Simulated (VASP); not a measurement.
Co:

```
Co
1.0
     2.50700    0.00000    0.00000
    -1.25350    2.17113    0.00000
     0.00000    0.00000    3.96991
Co
2
Direct
  0.33333 0.66667 0.25000
  0.66666 0.33333 0.75000
```

| Item | Value |
| --- | --- |
| Program | VASP 6.6.1 |
| Task | relaxation of cell and atoms |
| Functional | PBE |
| Potentials or basis | VASP PAW PBE potentials, release 64 (Co) |
| Cutoff | 600 eV |
| k mesh | 8 × 8 × 5 |
| Occupations | fermi-dirac, width 0.1 eV |
| Spin | no spin polarisation |

At the start: pressure -9.5 GPa; volume 10.80 Å³/atom.

Task: How do energy, volume and symmetry change on relaxing?

Result: Over 10 steps the energy falls by 15.7 meV/atom and the volume is 10.34 Å³/atom (-4.3 %); space group P6_3/mmc (No. 194, to 0.05 Å).

Step by step:
```tsv
step	energy change (eV)	largest force (eV/Å)	pressure (GPa)	volume (Å³)
1	0.0000	0.0000	-9.51	21.61
2	0.0121	0.0000	14.22	19.66
3	-0.0300	0.0000	0.15	20.68
4	-0.0300	0.0000	0.36	20.66
5	-0.0313	0.0000	0.17	20.67
6	-0.0313	0.0000	0.21	20.67
7	-0.0313	0.0000	0.19	20.67
8	-0.0313	0.0000	0.20	20.67
9	-0.0313	0.0000	-0.27	20.71
10	-0.0314	0.0000	-0.01	20.69
```

Final structure:
```
Co
1.0
     2.45735    0.00000    0.00000
    -1.22867    2.12813    0.00000
     0.00000    0.00000    3.95576
Co
2
Direct
  0.33333 0.66667 0.25000
  0.66666 0.33333 0.75000
```

Caveat: the k points lie up to 0.37 Å⁻¹ apart in the final cell; the run has no spin polarisation, though such a crystal can be magnetic.
